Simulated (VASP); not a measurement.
# F (C2/c) in VASP: notebook

Runs on F. Level: PBE. Tasks: single point.

Program: VASP 6.6.1. These are calculated values, not measurements. Logs are shortened: lines on timing, memory, paths and dates and some standing lists are left out, and cuts for length are marked.

### 1 The cell of the first run

The structure is monoclinic, space group C2/c (No. 15). The conventional cell has a = 5.008 Å, b = 3.103 Å, c = 6.486 Å, α = 90.00°, β = 94.87°, γ = 90.00°. Within 1.9 Å of F (site symmetry 1) lie 1 F at 1.39 Å.

### 2 Single point, PBE

Contents of INCAR:

```
PREC = Accurate
ENCUT = 520
EDIFF = 1E-6
ISMEAR = -1
SIGMA = 0.05
LREAL = False
LASPH = True
NELM = 100
ALGO = Normal
ISIF = 2
LWAVE = False
LCHARG = False
GGA = PE
NBANDS = 22
```

Contents of KPOINTS:

```
Automatic mesh
0
Gamma
  10 10 4
```

Contents of POSCAR:

```
F
1.0
    2.5041379365     -1.5516910886      0.0000000000
    2.5041379365      1.5516910886      0.0000000000
   -0.5506357392      0.0000000000      6.4630239867
F
4
Direct
    0.9153359700      0.5958328800      0.0979555000
    0.4041671200      0.0846640300      0.4020445000
    0.0846640300      0.4041671200      0.9020445000
    0.5958328800      0.9153359700      0.5979555000
```

Potentials or basis: VASP PAW PBE potentials, release 64 (F).

Command:

```sh
cat potpaw_PBE.64/F/POTCAR > POTCAR
mpirun -np 1 vasp_std > vasp.out
```

OUTCAR:

```text
PREC = Accurate
   ENCUT = 520
   EDIFF = 1E-6
   ISMEAR = -1
   LREAL = False
   LASPH = True
   NELM = 100
   ISIF = 2
   GGA = PE

 ion  position               nearest neighbor table
   1  0.915  0.596  0.098-   3 1.39
   2  0.404  0.085  0.402-   4 1.39
   3  0.085  0.404  0.902-   1 1.39
   4  0.596  0.915  0.598-   2 1.39

  LATTYP: Found a base centered monoclinic cell.
 ALAT       =     5.0082758730
 B/A-ratio  =     0.6196508052
 C/A-ratio  =     1.2951439237
 COS(beta)  =    -0.0848903102

  Lattice vectors:

 A1 = (   2.5041379365,  -1.5516910886,   0.0000000000)
 A2 = (   2.5041379365,   1.5516910886,   0.0000000000)
 A3 = (  -0.5506357392,   0.0000000000,   6.4630239867)

Analysis of symmetry for initial positions (statically):
=====================================================================
 Subroutine PRICEL returns:
 Original cell was already a primitive cell.

 Routine SETGRP: Setting up the symmetry group for a
 base centered monoclinic supercell.

 Subroutine GETGRP returns: Found  4 space group operations
 (whereof  2 operations were pure point group operations)
 out of a pool of  4 trial point group operations.

The static configuration has the point symmetry S_2 .
 The point group associated with its full space group is C_2h.

Analysis of symmetry for dynamics (positions and initial velocities):
=====================================================================
 Subroutine PRICEL returns:
 Original cell was already a primitive cell.

 Routine SETGRP: Setting up the symmetry group for a
 base centered monoclinic supercell.

 Subroutine GETGRP returns: Found  4 space group operations
 (whereof  2 operations were pure point group operations)
 out of a pool of  4 trial point group operations.

The dynamic configuration has the point symmetry S_2 .
 The point group associated with its full space group is C_2h.

 Subroutine INISYM returns: Found  4 space group operations
 (whereof  2 operations are pure point group operations),
 and found     1 'primitive' translations

----------------------------------------------------------------------------------------

                                     Primitive cell

  volume of cell :      50.2261

  direct lattice vectors                    reciprocal lattice vectors
     2.504137936 -1.551691089  0.000000000     0.199669512 -0.322229085  0.017011413
     2.504137936  1.551691089  0.000000000     0.199669512  0.322229085  0.017011413
[... 78 lines left out ...]
   NGXF,Y,Z  is equivalent  to a cutoff of  27.09, 27.09, 24.60 a.u.
 SYSTEM =  unknown system
   PREC   = accura    normal or accurate (medium, high low for compatibility)
   ISTART =      0    job   : 0-new  1-cont  2-samecut
   ICHARG =      2    charge: 1-file 2-atom 10-const
   ISPIN  =      1    spin polarized calculation?
   LNONCOLLINEAR =      F non collinear calculations
   LSORBIT =      F    spin-orbit coupling
   LASPH  =      T    aspherical Exc in radial PAW
   ENCUT  =  520.0 eV  38.22 Ry    6.18 a.u.   5.48  5.48 12.06*2*pi/ulx,y,z
   NELM   =    100;   NELMIN=  2; NELMDL= -5     # of ELM steps
   EDIFF  = 0.1E-05   stopping-criterion for ELM
   LREAL  =      F    real-space projection
   EDIFFG = 0.1E-04   stopping-criterion for IOM
   NSW    =      0    number of steps for IOM
   IBRION =     -1    ionic relax: 0-MD 1-quasi-New 2-CG
   NFREE  =      0    steps in history (QN), initial steepest desc. (CG)
   ISIF   =      2    stress and relaxation
   ISYM   =      2    0-nonsym 1-usesym 2-fastsym
   POTIM  = 0.5000    time-step for ionic-motion
   TEBEG  =    0.0;   TEEND  =   0.0 temperature during run
   PSTRESS=    0.0 pullay stress
   NELECT =      28.0000    total number of electrons
   NUPDOWN=      -1.0000    fix difference up-down
   EMIN   =  10.00;   EMAX   =-10.00  energy-range for DOS
   EFERMI =   0.00;   METHOD = LEGACY
   ISMEAR =    -1;   SIGMA  =   0.05  broadening in eV -4-tet -1-fermi 0-gaus
   EFERMI_NEDOS =   21; number of points for ismear=-14 and -15
   IALGO  =     38    algorithm
   IMIX   =      4    mixing-type and parameters
     AMIX     =   0.40;   BMIX     =  1.00
     AMIX_MAG =   1.60;   BMIX_MAG =  1.00
  volume/ion in A,a.u.               =      12.56        84.74
  Fermi-wavevector in a.u.,A,eV,Ry     =   1.347362  2.546146 24.699817  1.815385
  Thomas-Fermi vector in A             =   2.475119
   LORBIT       =      0    0 simple, 1 ext, 2 COOP (PROOUT), +10 PAW based schemes
   GGA     = PE    functional components
[... 5 lines left out ...]
 non-spin polarized calculation
  energy-cutoff  :      520.00
  volume of cell :       50.23
 maximum number of plane-waves:      1370
 NGX is ok and might be reduce to    24
   NGX = 11   NGY = 11   NGZ = 25

 number of electron      28.0000018 magnetization

 Free energy of the ion-electron system (eV)
  ---------------------------------------------------
  ext. energy  EPLUGINS =         0.00000000
  ---------------------------------------------------
  free energy    TOTEN  =        -7.07742454 eV

  energy without entropy =       -7.07742454  energy(sigma->0) =       -7.07742454

 E-fermi :  -2.5586     XC(G=0):  -8.7441

 val. band max:       -3.7731749417   @ k =   0.0000   0.0000   0.0000
 cond. band min:      -0.8029043712   @ k =   0.0000   0.0000   0.0000
 fundamental gap:      2.9702705705
 Fermi energy:        -2.5585825164

 k-point     1 :       0.0000    0.0000    0.0000
  band No.  band energies     occupation
      1     -29.4937      2.00000
      2     -29.2774      2.00000
      3     -22.7551      2.00000
      4     -22.0914      2.00000
      5     -11.0204      2.00000
      6      -9.7389      2.00000
[... 589 lines left out ...]
     21      14.9749      0.00000
     22      16.4550      0.00000

 [... further k-points ...]
[... 5 lines left out ...]
  --------------------------------------------------------------------------------------
  -------------------------------------------------------------------------------------
  Total        0.8745782      1.7490803      4.7921816      0.0000000      0.0000000     -0.1443641
  in kB       27.8984431     55.7944555    152.8672927      0.0000000      0.0000000     -4.6051167
  external PRESSURE =      78.8533971 kB  Pullay stress =       0.0000000 kB

 VOLUME and BASIS-vectors are now :
 -----------------------------------------------------------------------------
  energy-cutoff  :      520.00
  volume of cell :       50.23
      direct lattice vectors                 reciprocal lattice vectors
     2.504137936 -1.551691089  0.000000000     0.199669512 -0.322229085  0.017011413
     2.504137936  1.551691089  0.000000000     0.199669512  0.322229085  0.017011413
    -0.550635739  0.000000000  6.463023987     0.000000000  0.000000000  0.154726333

 POSITION                                       TOTAL-FORCE (eV/Angst)
 -----------------------------------------------------------------------------------
      3.73024     -0.49577      0.63309        -0.061355      0.669108      1.501187
      1.00272     -0.49577      2.59842         0.061355      0.669108     -1.501187
      0.72740      0.49577      5.82994         0.061355     -0.669108     -1.501187
      3.45492      0.49577      3.86460        -0.061355     -0.669108      1.501187
 -----------------------------------------------------------------------------------
    total drift:                                0.000000      0.000000     -0.000000

  FREE ENERGIE OF THE ION-ELECTRON SYSTEM (eV)
  ---------------------------------------------------
  free  energy   TOTEN  =        -7.0774245356 eV

  energy  without entropy=       -7.0774245356  energy(sigma->0) =       -7.07742454
```

OSZICAR:

```text
N       E                     dE             d eps       ncg     rms          rms(c)
DAV:   1     0.177274511794E+03    0.17727E+03   -0.16935E+04  5212   0.123E+03
DAV:   2    -0.929629777940E+00   -0.17820E+03   -0.17202E+03  6736   0.308E+02
DAV:   3    -0.868595818465E+01   -0.77563E+01   -0.77210E+01  6060   0.602E+01
DAV:   4    -0.873053927811E+01   -0.44581E-01   -0.44579E-01  5466   0.520E+00
DAV:   5    -0.873077538774E+01   -0.23611E-03   -0.23611E-03  5970   0.348E-01    0.112E+01
DAV:   6    -0.749516546454E+01    0.12356E+01   -0.47299E-01  5238   0.703E+00    0.631E+00
DAV:   7    -0.707978010228E+01    0.41539E+00   -0.62071E-01  5424   0.755E+00    0.745E-01
DAV:   8    -0.707720946014E+01    0.25706E-02   -0.73338E-02  5376   0.202E+00    0.120E-01
DAV:   9    -0.707736255090E+01   -0.15309E-03   -0.83688E-04  5880   0.227E-01    0.587E-02
DAV:  10    -0.707742302295E+01   -0.60472E-04   -0.78721E-05  5526   0.831E-02    0.178E-02
DAV:  11    -0.707742439608E+01   -0.13731E-05   -0.10771E-05  5676   0.315E-02    0.307E-03
DAV:  12    -0.707742453556E+01   -0.13949E-06   -0.53612E-07  3426   0.624E-03
   1 F= -.70774245E+01 E0= -.70774245E+01  d E =-.992257E-11
```

Wall time 54 s (1 thread of Intel Xeon Platinum 8375C at 2.90GHz (Ice Lake), shared host); peak memory 0.21 GiB.

Results:

- Free energy: -7.0774 eV
- Pressure: 7.9 GPa
- Largest force: 1.645 eV/Å
- Band gap on the k mesh: 2.97 eV, direct

Forces in eV/Å, atoms in the order of the input:
```
F   -0.061  0.669  1.501
F    0.061  0.669 -1.501
F    0.061 -0.669 -1.501
F   -0.061 -0.669  1.501
```

Levels at points of the mesh, in eV from the valence-band top:
| k point | band 11 | band 12 | band 13 | band 14 | band 15 | band 16 | band 17 | band 18 |
| --- | --- | --- | --- | --- | --- | --- | --- | --- |
| (0.00, 0.00, 0.00) | -0.54 | -0.19 | -0.06 | 0.00 | 2.97 | 4.21 | 10.04 | 12.45 |
| (0.50, 0.00, 0.00) | -0.70 | -0.65 | -0.19 | -0.14 | 3.73 | 3.75 | 14.97 | 15.02 |
| (0.50, 0.50, 0.00) | -1.12 | -0.72 | -0.34 | -0.19 | 3.31 | 4.10 | 15.12 | 15.99 |
| (0.00, 0.00, 0.50) | -0.41 | -0.41 | -0.03 | -0.03 | 3.57 | 3.57 | 10.97 | 10.97 |
| (0.50, 0.00, 0.50) | -0.60 | -0.55 | -0.17 | -0.05 | 3.64 | 3.71 | 15.15 | 15.37 |
| (0.50, 0.50, 0.50) | -0.69 | -0.69 | -0.49 | -0.49 | 3.71 | 3.71 | 15.49 | 15.49 |

Caveat: forces of over 1 eV/Å act on the atoms, so gaps and moduli don't describe the material at rest. A k mesh can miss the band edges.

(Continued in part 2 of 2.)
